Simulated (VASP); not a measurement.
The system is Ge.

```xyz
1
Lattice="1.3686 -2.5474 0.0000 1.3686 2.5474 0.0000 0.0000 0.0000 2.6431" Properties=species:S:1:pos:R:3 pbc="T T T"
Ge    1.3686    0.0000    0.0000
```

This cell differs from its parent crystal: volume scaled by 0.94.

Base run:

| Item | Value |
| --- | --- |
| Program | VASP 6.6.1 |
| Functional | PBEsol |
| Potentials or basis | VASP PAW PBE potentials, release 64 (Ge_d) |
| Cutoff | 520 eV |
| k mesh | 11 × 11 × 10 |
| Occupations | fermi-dirac, width 0.05 eV |
| Spin | no spin polarisation |

Its results: band gap on the k mesh zero (band 7 reaches 13.73 eV, above the bottom of band 8 at 4.10 eV); pressure -0.1 GPa.

Problem. The run is repeated on the same cell with these changes: functional from PBEsol to r2SCAN. What comes out?

Solution. Band gap on the k mesh zero (band 7 reaches 14.12 eV, above the bottom of band 8 at 4.03 eV); pressure 1.0 GPa.

Caveats: the PAW data sets were made with another functional, which shifts forces and pressure a little.
